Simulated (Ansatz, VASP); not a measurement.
## Two plane-wave programs on C19O

```
C O
1.0
     7.39800    0.00000    0.00000
    -3.69900    6.40686    0.00000
     0.00000    0.00000   11.00000
C O
19 1
Cartesian
  0.0644 0.0677 0.8664
  1.2917 0.7761 0.8665
  -1.1834 2.2052 0.8672
  0.0644 2.9254 0.8673
  -2.4077 4.3527 0.8670
  -1.1836 5.0594 0.8672
  2.5158 0.0695 0.8665
  3.7633 0.7900 0.8662
  1.2916 2.2167 0.8659
  2.5159 2.9235 0.8647
  0.0643 4.3392 0.8672
  1.2915 5.0477 0.8656
  4.9906 0.0816 0.8662
  6.2148 0.7884 0.8665
  3.7635 2.2035 0.8656
  4.9904 2.9120 0.8669
  2.5157 4.3408 0.8647
  3.7634 5.0610 0.8658
  2.5480 3.6134 4.1408
  1.4838 3.6820 4.5258
```

Alike in both runs: functional PBEsol; k mesh 2 × 2 × 1; occupations fermi-dirac, width 0.02 eV; no spin polarisation.

Ansatz relaxed the structure, and its values are those at the end. VASP's run is a single point on that final structure, the one shown.

```csv
,VASP,Ansatz
version,VASP 6.6.1,Ansatz 0.2.0
potentials or method,"VASP PAW PBE potentials, release 64 (C, O), cutoff 520 eV","scalar-relativistic, plane waves, PAW"
valence electrons in the cell,82,82
```

|  | VASP | Ansatz | Ansatz less VASP |
| --- | --- | --- | --- |
| rms of the force components (eV/Å) | 0.182 | 0.004 | -0.1779 |

VASP's potentials were made for PBE, not for PBEsol, and Ansatz warns of the same on its side. One of these differences is far larger than is usual between the two programs; its cause wasn't traced. The functional is the same, so the differences come from potentials, cutoffs and numerics.

The k mesh is coarse, so the values compare programs but aren't converged. Noted on VASP's run: the standard files for N, O and F lose accuracy on very short bonds.
